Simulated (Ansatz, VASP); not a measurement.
One calculation of WC, two programs

Contents of INCAR:

```
PREC = Accurate
ENCUT = 600
EDIFF = 1E-7
ISMEAR = 0
SIGMA = 0.1
LREAL = False
LASPH = True
NELM = 100
ALGO = Normal
ISIF = 3
LWAVE = False
LCHARG = False
GGA = CA
IBRION = 2
NSW = 100
EDIFFG = -0.005
```

File KPOINTS:

```
regular mesh
0
Gamma
  18 18 14
```

The input POSCAR:

```
WC
1.0
    2.8851010916      0.0000000000      0.0000000000
   -1.4425505458      2.4985708378      0.0000000000
    0.0000000000      0.0000000000      2.8105388683
W C
1 1
Direct
    0.0000000000      0.0000000000      0.0000000000
    0.6666666667      0.3333333333      0.5000000000
```

Input for Ansatz:

```yaml
crystal:
  lattice:
    - [2.8851010916, 0.0, 0.0]
    - [-1.4425505458, 2.4985708378, 0.0]
    - [0.0, 0.0, 2.8105388683]
  atoms:
    - { symbol: W, position: [0.0, 0.0, 0.0] }
    - { symbol: C, position: [0.6666666667, 0.3333333333, 0.5] }
basis:
  ecutwfc: 420
kpoints:
  mp_grid: { grid: [18, 18, 14] }
hamiltonian:
  xc: lda
scf:
  occupations: { method: gaussian, width: 0.1 }
output:
  forces: true
  stress: true
  eigenvalues: true
relax:
  adjacent_minimum: "off"
  f_tol: 0.005
  max_steps: 80
  cell: { stress_tol: 0.05 }
```

Alike in both runs: task relaxation of cell and atoms; functional LDA; k mesh 18 × 18 × 14; occupations gaussian, width 0.1 eV; no spin polarisation.

|  | VASP | Ansatz |
| --- | --- | --- |
| version | VASP 6.6.1 | Ansatz 0.2.0 |
| potentials or method | VASP PAW LDA potentials, release 64 (W_sv, C), cutoff 600 eV | scalar-relativistic, plane waves, PAW |
| valence electrons in the cell | 18 | 18 |

Ansatz gave:

* gap on the k mesh at the Fermi level, each at its own relaxed structure (eV): none
* relaxed volume (Å³/atom): 10.13
* relaxed length of the cell vector where the two differ most in proportion (Å): 2.812

Q: What did VASP give for the same quantities?

A: gap on the k mesh at the Fermi level, each at its own relaxed structure (eV): none; relaxed volume (Å³/atom): 10.19; relaxed length of the cell vector where the two differ most in proportion (Å): 2.818.

LDA's correlation is that of Perdew and Zunger in VASP and of Perdew and Wang (1992) in Ansatz. A gap of «none» marks a metal or a gap that the smearing closes.

Spin-orbit coupling is off throughout.
